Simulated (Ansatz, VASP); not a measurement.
## NaH: VASP beside Ansatz

```
CELL_PARAMETERS angstrom
2.96025 0.02786 0.02786
0.02786 2.96025 0.02786
0.02786 0.02786 2.96025
ATOMIC_POSITIONS crystal
Na 0.00000 0.00000 0.00000
H 0.50000 0.50000 0.50000
```

Change from the starting cell: shear_111 strain +2.9%.

Alike in both runs: task single point; functional r2SCAN; k mesh 8 × 8 × 8; no spin polarisation.

|  | VASP | Ansatz |
| --- | --- | --- |
| version | VASP 6.6.1 | Ansatz 0.2.0 |
| potentials or method | VASP PAW PBE potentials, release 64 (Na_pv, H) | plane waves, PAW |
| plane-wave cutoff (eV) | 520 | 500 |
| occupations | gaussian, width 0.01 eV | fixed |
| valence electrons in the cell | 8 | 10 |

Ansatz gave:

| Item | Value |
| --- | --- |
| gap on the k mesh at the Fermi level (eV) | 1.60 |
| pressure (GPa) | -0.6 |
| traceless stress, the component that is largest in VASP (GPa) | 0.11 |

Which values does VASP return?

gap on the k mesh at the Fermi level (eV): 1.61; pressure (GPa): -1.0; traceless stress, the component that is largest in VASP (GPa): 0.08.

VASP's potentials were made for PBE, not for r2SCAN. VASP's potentials hold 8 valence electrons a cell and Ansatz's 10, so a difference there can come from the potentials and not from the codes.
